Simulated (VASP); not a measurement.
# SrLiH3 (P4/mmm) in VASP: notebook

SrLiH3 is run at these levels: PBE; tasks: single point.

Program: VASP 6.6.1. These are calculated values, not measurements. Logs are shortened: lines on timing, memory, paths and dates and some standing lists are left out, and cuts for length are marked.

## 1. The cell of the first run

Symmetry: P4/mmm, No. 123, tetragonal system. The conventional cell has a = 4.515 Å, b = 4.515 Å, c = 4.747 Å, α = 90.00°, β = 90.00°, γ = 90.00°. Within 4.2 Å of Li (site symmetry 4/mmm) lie 12 H at 3.19 to 3.28 Å and 8 Sr at 3.98 Å. Within 3.0 Å of Sr (site symmetry 4/mmm) lie 6 H at 2.26 to 2.37 Å. Within 3.0 Å of H (site symmetry mmm) lie 2 Sr at 2.26 Å. H (site symmetry 4/mmm) has 2 Sr at 2.37 Å and 4 Li at 3.19 Å and 8 H at 3.28 Å within 3.3 Å.

## 2. Single point, PBE (strain -0.025 along x and y, +0.025 along z)

File INCAR:

```
PREC = Accurate
ENCUT = 520
EDIFF = 1E-7
ISMEAR = 0
SIGMA = 0.05
LREAL = False
LASPH = True
NELM = 100
ALGO = Normal
ISIF = 2
LWAVE = False
LCHARG = False
GGA = PE
NBANDS = 16
```

File KPOINTS:

```
Automatic mesh
0
Gamma
  6 6 6
```

File POSCAR:

```
SrLiH3
1.0
    4.5150212250      0.0000000000      0.0000000000
    0.0000000000      4.5150212250      0.0000000000
    0.0000000000      0.0000000000      4.7465607750
Li Sr H
1 1 3
Direct
    0.0000000000      0.0000000000      0.0000000000
    0.5000000000      0.5000000000      0.5000000000
    0.0000000000      0.5000000000      0.5000000000
    0.5000000000      0.0000000000      0.5000000000
    0.5000000000      0.5000000000      0.0000000000
```

Potentials or basis: VASP PAW PBE potentials, release 64 (Li_sv, Sr_sv, H).

On the command line:

```sh
$ cat potpaw_PBE.64/Li_sv/POTCAR potpaw_PBE.64/Sr_sv/POTCAR potpaw_PBE.64/H/POTCAR > POTCAR
$ mpirun -np 1 vasp_std > vasp.out
```

OUTCAR:

```text
PREC = Accurate
   ENCUT = 520
   EDIFF = 1E-7
   ISMEAR = 0
   LREAL = False
   LASPH = True
   NELM = 100
   ISIF = 2
   GGA = PE

 ion  position               nearest neighbor table
   1  0.000  0.000  0.000-
   2  0.500  0.500  0.500-   3 2.26   4 2.26   4 2.26   3 2.26   5 2.37   5 2.37
   3  0.000  0.500  0.500-   2 2.26   2 2.26
   4  0.500  0.000  0.500-   2 2.26   2 2.26
   5  0.500  0.500  0.000-   2 2.37   2 2.37

  LATTYP: Found a simple tetragonal cell.
 ALAT       =     4.5150212250
 C/A-ratio  =     1.0512820513

  Lattice vectors:

 A1 = (   4.5150212250,   0.0000000000,   0.0000000000)
 A2 = (   0.0000000000,   4.5150212250,   0.0000000000)
 A3 = (   0.0000000000,   0.0000000000,   4.7465607750)

Analysis of symmetry for initial positions (statically):
=====================================================================
 Subroutine PRICEL returns:
 Original cell was already a primitive cell.

 Routine SETGRP: Setting up the symmetry group for a
 simple tetragonal supercell.

 Subroutine GETGRP returns: Found 16 space group operations
 (whereof 16 operations were pure point group operations)
 out of a pool of 16 trial point group operations.

The static configuration has the point symmetry D_4h.

Analysis of symmetry for dynamics (positions and initial velocities):
=====================================================================
 Subroutine PRICEL returns:
 Original cell was already a primitive cell.

 Routine SETGRP: Setting up the symmetry group for a
 simple tetragonal supercell.

 Subroutine GETGRP returns: Found 16 space group operations
 (whereof 16 operations were pure point group operations)
 out of a pool of 16 trial point group operations.

The dynamic configuration has the point symmetry D_4h.

 Subroutine INISYM returns: Found 16 space group operations
 (whereof 16 operations are pure point group operations),
 and found     1 'primitive' translations

----------------------------------------------------------------------------------------

                                     Primitive cell

  volume of cell :      96.7606

  direct lattice vectors                    reciprocal lattice vectors
     4.515021225  0.000000000  0.000000000     0.221482901  0.000000000  0.000000000
     0.000000000  4.515021225  0.000000000     0.000000000  0.221482901  0.000000000
     0.000000000  0.000000000  4.746560775     0.000000000  0.000000000  0.210678857

  length of vectors
     4.515021225  4.515021225  4.746560775     0.221482901  0.221482901  0.210678857

  position of ions in fractional coordinates (direct lattice)
     0.000000000  0.000000000  0.000000000
     0.500000000  0.500000000  0.500000000
     0.000000000  0.500000000  0.500000000
     0.500000000  0.000000000  0.500000000
     0.500000000  0.500000000  0.000000000

  ion indices of the primitive-cell ions
   primitive index   ion index
                 1           1
                 2           2
                 3           3
                 4           4
                 5           5

----------------------------------------------------------------------------------------

 KPOINTS: Automatic mesh

Automatic generation of k-mesh.
 Grid dimensions read from file:
 generate k-points for:    6    6    6

 Generating k-lattice:

  Cartesian coordinates                     Fractional coordinates (reciprocal lattice)
     0.036913817  0.000000000  0.000000000     0.166666667  0.000000000  0.000000000
     0.000000000  0.036913817  0.000000000     0.000000000  0.166666667  0.000000000
     0.000000000  0.000000000  0.035113143     0.000000000  0.000000000  0.166666667

  Length of vectors
     0.036913817  0.036913817  0.035113143

  Shift w.r.t. Gamma in fractional coordinates (k-lattice)
     0.000000000  0.000000000  0.000000000

 Subroutine IBZKPT returns following result:
 ===========================================

 Found     40 irreducible k-points:

 Following reciprocal coordinates:
            Coordinates               Weight
  0.000000  0.000000  0.000000      1.000000
  0.166667  0.000000  0.000000      4.000000
  0.333333  0.000000  0.000000      4.000000
  0.500000  0.000000  0.000000      2.000000
  0.166667  0.166667  0.000000      4.000000
  0.333333  0.166667  0.000000      8.000000
[... 16 lines left out ...]
  0.333333  0.000000  0.333333      8.000000
  0.500000  0.000000  0.333333      4.000000
 [... further k-points ...]
   k-points           NKPTS =     40   k-points in BZ     NKDIM =     40   number of bands    NBANDS=     16
   number of dos      NEDOS =    301   number of ions     NIONS =      5
   total plane-waves  NPLWV =  46656
   dimension x,y,z NGX =    36 NGY =   36 NGZ =   36
   dimension x,y,z NGXF=    72 NGYF=   72 NGZF=   72
   ions per type =               1   1   3
   NGX,Y,Z   is equivalent  to a cutoff of  13.26, 13.26, 12.61 a.u.
   NGXF,Y,Z  is equivalent  to a cutoff of  26.51, 26.51, 25.22 a.u.
 SYSTEM =  unknown system
[... 62 lines left out ...]
 fundamental gap:      1.6615926729
 Fermi energy:        -0.9662827510

 k-point     1 :       0.0000    0.0000    0.0000
  band No.  band energies     occupation
      1     -48.9987      2.00000
      2     -34.1703      2.00000
      3     -16.2661      2.00000
      4     -16.2239      2.00000
      5     -16.2239      2.00000
      6      -4.5491      2.00000
[... 8 lines left out ...]
     15       5.8272      0.00000
     16       8.3335      0.00000

 k-point     2 :       0.1667    0.0000    0.0000
  band No.  band energies     occupation
      1     -48.9987      2.00000
      2     -34.1692      2.00000
      3     -16.2644      2.00000
      4     -16.2610      2.00000
      5     -16.2223      2.00000
      6      -4.3557      2.00000
[... 8 lines left out ...]
     15       5.9753      0.00000
     16       7.4943      0.00000

 k-point     3 :       0.3333    0.0000    0.0000
  band No.  band energies     occupation
      1     -48.9987      2.00000
      2     -34.1672      2.00000
      3     -16.3335      2.00000
      4     -16.2610      2.00000
      5     -16.2191      2.00000
      6      -3.9225      2.00000
[... 8 lines left out ...]
     15       6.4339      0.00000
     16       6.4830      0.00000

 k-point     4 :       0.5000    0.0000    0.0000
  band No.  band energies     occupation
      1     -48.9987      2.00000
      2     -34.1662      2.00000
      3     -16.3689      2.00000
      4     -16.2593      2.00000
      5     -16.2175      2.00000
      6      -3.6630      2.00000
[... 8 lines left out ...]
     15       6.2458      0.00000
     16       6.6292      0.00000

 k-point     5 :       0.1667    0.1667    0.0000
  band No.  band energies     occupation
      1     -48.9987      2.00000
      2     -34.1682      2.00000
      3     -16.2627      2.00000
      4     -16.2599      2.00000
      5     -16.2585      2.00000
      6      -4.1556      2.00000
[... 8 lines left out ...]
     15       6.3785      0.00000
     16       7.8882      0.00000

 k-point     6 :       0.3333    0.1667    0.0000
  band No.  band energies     occupation
      1     -48.9987      2.00000
      2     -34.1662      2.00000
      3     -16.3314      2.00000
      4     -16.2593      2.00000
      5     -16.2556      2.00000
      6      -3.7067      2.00000
[... 8 lines left out ...]
     15       6.8752      0.00000
     16       7.2683      0.00000
[... 267 lines left out ...]
 k-point    21 :       0.0000    0.0000    0.3333
  band No.  band energies     occupation
      1     -48.9987      2.00000
      2     -34.1688      2.00000
      3     -16.3320      2.00000
      4     -16.2212      2.00000
      5     -16.2212      2.00000
      6      -4.0007      2.00000
[... 8 lines left out ...]
     15       6.5111      0.00000
     16       6.5111      0.00000

 k-point    22 :       0.1667    0.0000    0.3333
  band No.  band energies     occupation
      1     -48.9987      2.00000
      2     -34.1677      2.00000
      3     -16.3300      2.00000
      4     -16.2579      2.00000
      5     -16.2196      2.00000
      6      -3.7902      2.00000
[... 8 lines left out ...]
     15       7.0388      0.00000
     16       7.2010      0.00000

 k-point    23 :       0.3333    0.0000    0.3333
  band No.  band energies     occupation
      1     -48.9987      2.00000
      2     -34.1657      2.00000
      3     -16.3298      2.00000
      4     -16.3258      2.00000
      5     -16.2164      2.00000
      6      -3.3341      2.00000
[... 8 lines left out ...]
     15       6.6264      0.00000
     16       6.8908      0.00000

 k-point    24 :       0.5000    0.0000    0.3333
  band No.  band energies     occupation
      1     -48.9986      2.00000
      2     -34.1647      2.00000
      3     -16.3650      2.00000
      4     -16.3238      2.00000
      5     -16.2148      2.00000
      6      -3.0748      2.00000
[... 8 lines left out ...]
     15       6.1597      0.00000
     16       6.2841      0.00000

 [... further k-points ...]
[... 5 lines left out ...]
  --------------------------------------------------------------------------------------
  -------------------------------------------------------------------------------------
  Total        0.9884073      0.9884073     -0.4205755      0.0000000      0.0000000      0.0000000
  in kB       16.3662021     16.3662021     -6.9639546      0.0000000      0.0000000      0.0000000
  external PRESSURE =       8.5894832 kB  Pullay stress =       0.0000000 kB

 VOLUME and BASIS-vectors are now :
 -----------------------------------------------------------------------------
  energy-cutoff  :      520.00
  volume of cell :       96.76
      direct lattice vectors                 reciprocal lattice vectors
     4.515021225  0.000000000  0.000000000     0.221482901  0.000000000  0.000000000
     0.000000000  4.515021225  0.000000000     0.000000000  0.221482901  0.000000000
     0.000000000  0.000000000  4.746560775     0.000000000  0.000000000  0.210678857

 POSITION                                       TOTAL-FORCE (eV/Angst)
 -----------------------------------------------------------------------------------
      0.00000      0.00000      0.00000         0.000000      0.000000      0.000000
      2.25751      2.25751      2.37328         0.000000      0.000000      0.000000
      0.00000      2.25751      2.37328         0.000000      0.000000      0.000000
      2.25751      0.00000      2.37328         0.000000      0.000000      0.000000
      2.25751      2.25751      0.00000         0.000000      0.000000      0.000000
 -----------------------------------------------------------------------------------
    total drift:                                0.000000      0.000000      0.000000

  FREE ENERGIE OF THE ION-ELECTRON SYSTEM (eV)
  ---------------------------------------------------
  free  energy   TOTEN  =       -13.8243991072 eV

  energy  without entropy=      -13.8243991072  energy(sigma->0) =      -13.82439911
```

It took 23 s on 1 thread of Intel Xeon 6975P-C (Granite Rapids), shared host; peak memory 0.24 GiB.

What came out:

```yaml
Free_energy: -13.8244 eV
Band_gap_on_the_k_mesh: 1.66 eV (least direct gap 2.11 eV)
```

Levels at points of the mesh, in eV from the valence-band top:
```tsv
k point	band 6	band 7	band 8	band 9	band 10	band 11
(0.00, 0.00, 0.00)	-3.25	-1.10	-1.07	4.81	5.19	5.34
(0.50, 0.00, 0.00)	-2.36	-0.92	-0.86	3.82	4.31	4.77
(0.50, 0.50, 0.00)	-1.40	-0.38	-0.38	1.81	4.87	4.87
(0.00, 0.00, 0.50)	-2.46	-1.15	-0.99	3.91	4.70	4.70
(0.50, 0.00, 0.50)	-1.55	-0.67	-0.45	1.66	5.17	5.20
(0.50, 0.50, 0.50)	-0.21	0.00	0.00	2.32	2.32	2.35
```

Caveat: the cell differs from its parent crystal (strain -0.025 along x and y, +0.025 along z); the cutoff is under 1.25 times the usual one of these potentials, so pressure, stress and relaxed cells hold a basis-set (Pulay) error.

## 3. Single point, PBE (strain +0.000 along x and y, +0.025 along z)

File INCAR:

```
PREC = Accurate
ENCUT = 520
EDIFF = 1E-7
ISMEAR = 0
SIGMA = 0.05
LREAL = False
LASPH = True
NELM = 60
ALGO = Normal
ISIF = 2
LWAVE = False
LCHARG = True
GGA = PE
LELF = True
LVHAR = True
NBANDS = 16
```

File KPOINTS:

```
regular mesh
0
Gamma
  6 6 6
```

POSCAR: that of step 2 with these lines changed.

```diff
@@ -2,4 +2,4 @@
 1.0
-    4.5150212250      0.0000000000      0.0000000000
-    0.0000000000      4.5150212250      0.0000000000
+    4.6307910000      0.0000000000      0.0000000000
+    0.0000000000      4.6307910000      0.0000000000
     0.0000000000      0.0000000000      4.7465607750
```

Potentials or basis: VASP PAW PBE potentials, release 64 (Li_sv, Sr_sv, H).

On the command line:

```sh
$ cat potpaw_PBE.64/Li_sv/POTCAR potpaw_PBE.64/Sr_sv/POTCAR potpaw_PBE.64/H/POTCAR > POTCAR
$ mpirun -np 1 vasp_std > vasp.out
```

Run time: 24 s. Hardware: 1 thread of Intel Xeon 6975P-C (Granite Rapids), shared host; peak memory 0.24 GiB.

It converged, with:

```
Free energy            : -13.8513 eV
Band gap on the k mesh : 1.81 eV (least direct gap 2.22 eV)
```

Levels at points of the mesh, in eV from the valence-band top:
```
           k point  band 4  band 5  band 6  band 7  band 8  band 9  band 10  band 11  band 12  band 13
(0.00, 0.00, 0.00)  -14.98  -14.98   -3.04   -0.91   -0.89    4.98     5.07     5.23     5.23     6.88
(0.50, 0.00, 0.00)  -14.99  -14.97   -2.19   -0.82   -0.76    3.82     4.50     4.72     6.03     7.07
(0.50, 0.50, 0.00)  -15.08  -14.99   -1.29   -0.38   -0.38    1.88     4.98     4.98     5.52     5.52
(0.00, 0.00, 0.50)  -14.97  -14.97   -2.24   -0.95   -0.80    3.85     4.69     4.69     5.88     7.15
(0.50, 0.00, 0.50)  -15.08  -14.97   -1.36   -0.51   -0.41    1.81     5.12     5.14     5.65     5.70
(0.50, 0.50, 0.50)  -15.07  -15.07   -0.09    0.00    0.00    2.46     2.46     2.48     4.35     6.36
```

Caveat: the cell differs from its parent crystal (strain +0.000 along x and y, +0.025 along z); the cutoff is under 1.25 times the usual one of these potentials, so pressure, stress and relaxed cells hold a basis-set (Pulay) error. A k mesh can miss the band edges.

## 4. Single point, PBE (strain +0.025 along x and y, -0.025 along z)

File INCAR:

```
SYSTEM = SrLiH3
ALGO = Normal ; EDIFF = 1E-7
ENCUT = 520 ; GGA = PE
ISIF = 2 ; ISMEAR = 0
LASPH = .True. ; LCHARG = .False.
LREAL = .False. ; LWAVE = .False.
NBANDS = 16 ; NELM = 80
PREC = Accurate ; SIGMA = 0.05
```

File KPOINTS:

```
k-points
0
Gamma
  6 6 6
  0 0 0
```

POSCAR: that of step 3 with these lines changed.

```diff
@@ -2,5 +2,5 @@
 1.0
-    4.6307910000      0.0000000000      0.0000000000
-    0.0000000000      4.6307910000      0.0000000000
-    0.0000000000      0.0000000000      4.7465607750
+    4.7465607750      0.0000000000      0.0000000000
+    0.0000000000      4.7465607750      0.0000000000
+    0.0000000000      0.0000000000      4.5150212250
 Li Sr H
```

On the command line:

```sh
$ cat potpaw_PBE.64/Li_sv/POTCAR potpaw_PBE.64/Sr_sv/POTCAR potpaw_PBE.64/H/POTCAR > POTCAR
$ mpirun -np 1 vasp_std > vasp.out
```

Wall time 24 s (1 thread of Intel Xeon 6975P-C (Granite Rapids), shared host); peak memory 0.24 GiB.

It converged, with:

* Free energy: -13.8331 eV
* Band gap on the k mesh: 1.62 eV (least direct gap 2.15 eV)

Levels at points of the mesh, in eV from the valence-band top:
| k point | band 6 | band 7 | band 8 | band 9 | band 10 | band 11 |
| --- | --- | --- | --- | --- | --- | --- |
| (0.00, 0.00, 0.00) | -3.14 | -1.04 | -0.99 | 4.87 | 4.87 | 4.97 |
| (0.50, 0.00, 0.00) | -2.35 | -1.05 | -0.91 | 3.73 | 4.36 | 4.82 |
| (0.50, 0.50, 0.00) | -1.55 | -0.64 | -0.64 | 1.62 | 5.18 | 5.18 |
| (0.00, 0.00, 0.50) | -2.24 | -0.82 | -0.77 | 3.69 | 4.44 | 4.44 |
| (0.50, 0.00, 0.50) | -1.39 | -0.57 | -0.37 | 1.78 | 4.85 | 4.90 |
| (0.50, 0.50, 0.50) | -0.19 | -0.19 | 0.00 | 2.34 | 2.38 | 2.38 |

Caveat: the cell differs from its parent crystal (strain +0.025 along x and y, -0.025 along z); the cutoff is under 1.25 times the usual one of these potentials, so pressure, stress and relaxed cells hold a basis-set (Pulay) error.

## 5. Single point, PBE (strain +0.000 along x and y, +0.050 along z)

File INCAR:

```
SYSTEM = SrLiH3
ALGO = Normal
EDIFF = 1E-7
ENCUT = 520
GGA = PE
ISIF = 2
ISMEAR = 0
LASPH = .True.
LCHARG = .True.
LELF = .True.
LREAL = .False.
LVHAR = .True.
LWAVE = .False.
NBANDS = 16
NELM = 80
PREC = Accurate
SIGMA = 0.05
```

KPOINTS is that of step 4.

POSCAR: that of step 4 with these lines changed.

```diff
@@ -2,5 +2,5 @@
 1.0
-    4.7465607750      0.0000000000      0.0000000000
-    0.0000000000      4.7465607750      0.0000000000
-    0.0000000000      0.0000000000      4.5150212250
+    4.6307910000      0.0000000000      0.0000000000
+    0.0000000000      4.6307910000      0.0000000000
+    0.0000000000      0.0000000000      4.8623305500
 Li Sr H
```

On the command line:

```sh
$ cat potpaw_PBE.64/Li_sv/POTCAR potpaw_PBE.64/Sr_sv/POTCAR potpaw_PBE.64/H/POTCAR > POTCAR
$ mpirun -np 1 vasp_std > vasp.out
```

It took 25 s on 1 thread of Intel Xeon 6975P-C (Granite Rapids), shared host; peak memory 0.24 GiB.

It converged, with:

```
Free energy            : -13.8295 eV
Band gap on the k mesh : 1.79 eV (least direct gap 2.19 eV)
```

Levels at points of the mesh, in eV from the valence-band top:
| k point | band 5 | band 6 | band 7 | band 8 | band 9 | band 10 | band 11 | band 12 |
| --- | --- | --- | --- | --- | --- | --- | --- | --- |
| (0.00, 0.00, 0.00) | -15.04 | -2.99 | -0.89 | -0.87 | 4.76 | 4.96 | 5.25 | 5.25 |
| (0.50, 0.00, 0.00) | -15.04 | -2.14 | -0.78 | -0.73 | 3.73 | 4.35 | 4.77 | 5.99 |
| (0.50, 0.50, 0.00) | -15.07 | -1.22 | -0.34 | -0.34 | 1.93 | 4.83 | 4.83 | 5.39 |
| (0.00, 0.00, 0.50) | -15.04 | -2.24 | -1.03 | -0.80 | 3.81 | 4.70 | 4.70 | 5.67 |
| (0.50, 0.00, 0.50) | -15.04 | -1.36 | -0.59 | -0.41 | 1.79 | 5.10 | 5.13 | 5.64 |
| (0.50, 0.50, 0.50) | -15.14 | -0.16 | 0.00 | 0.00 | 2.47 | 2.47 | 2.50 | 4.28 |

Caveat: the cell differs from its parent crystal (strain +0.000 along x and y, +0.050 along z); the cutoff is under 1.25 times the usual one of these potentials, so pressure, stress and relaxed cells hold a basis-set (Pulay) error.

## 6. The runs side by side

```csv
cell,gap on the mesh (eV)
"a = 4.515, b = 4.515, c = 4.747 Å, 5 atoms",1.66
"a = 4.631, b = 4.631, c = 4.747 Å, 5 atoms",1.81
"a = 4.747, b = 4.747, c = 4.515 Å, 5 atoms",1.62
"a = 4.631, b = 4.631, c = 4.862 Å, 5 atoms",1.79
```

Alike in all rows: task single point; level PBE; potentials or basis VASP PAW PBE potentials, release 64 (Li_sv, Sr_sv, H); no spin polarisation; k mesh 6 × 6 × 6; cutoff (eV) 520; smearing gaussian 0.05 eV.

Caveats: the cutoff is under 1.25 times the usual one of these potentials, so pressure, stress and relaxed cells hold a basis-set (Pulay) error.

Absolute energies hang on the potentials; compare differences alone.
